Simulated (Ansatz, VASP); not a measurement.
## Zn: VASP beside Ansatz

Contents of INCAR:

```
PREC = Accurate
ENCUT = 520
EDIFF = 1E-6
ISMEAR = -1
SIGMA = 0.1
LREAL = F
LASPH = T
NELM = 80
ALGO = Normal
ISIF = 2
LWAVE = F
LCHARG = F
GGA = PE
NBANDS = 19
```

KPOINTS

```
Automatic mesh
0
Gamma
  16 16 16
```

File POSCAR:

```
Zn
1.0
   -2.4534472830      2.4534472830      1.2239526412
    2.4534472830     -2.4534472830      1.2239526412
    2.4534472830      2.4534472830     -1.2239526412
Zn
2
Direct
   -0.3750000000     -0.1250000000     -0.2500000000
    0.3750000000      0.1250000000      0.2500000000
```

Input for Ansatz:

```yaml
crystal:
  lattice:
    - [-2.453447283, 2.453447283, 1.2239526412]
    - [2.453447283, -2.453447283, 1.2239526412]
    - [2.453447283, 2.453447283, -1.2239526412]
  atoms:
    - { symbol: Zn, position: [-0.375, -0.125, -0.25] }
    - { symbol: Zn, position: [0.375, 0.125, 0.25] }
kpoints:
  mp_grid: { grid: [16, 16, 16] }
scf:
  occupations: { method: fermi_dirac, width: 0.1 }
hamiltonian:
  xc: pbe
  pseudopotentials: { kind: all_electron, lapw: { basis_error: 0.001 } }
output:
  forces: true
  stress: true
  eigenvalues: true
  populations: true
```

Change from the starting cell: volume scaled by 0.85, LAPW.

Alike in both runs: task single point; functional PBE; k mesh 16 × 16 × 16; occupations fermi-dirac, width 0.1 eV; no spin polarisation.

|  | VASP | Ansatz |
| --- | --- | --- |
| version | VASP 6.6.1 | Ansatz 0.2.0 |
| potentials or method | VASP PAW PBE potentials, release 64 (Zn), cutoff 520 eV | all-electron LAPW, scalar-relativistic |

VASP gave:

- pressure (GPa): 13.1
- traceless stress, the component that is largest in VASP (GPa): 0.18

Question: What did Ansatz give for the same quantities?

Answer: Pressure (GPa): 12.6; traceless stress, the component that is largest in VASP (GPa): 0.04.

Ansatz ran all-electron here, and VASP with PAW potentials.
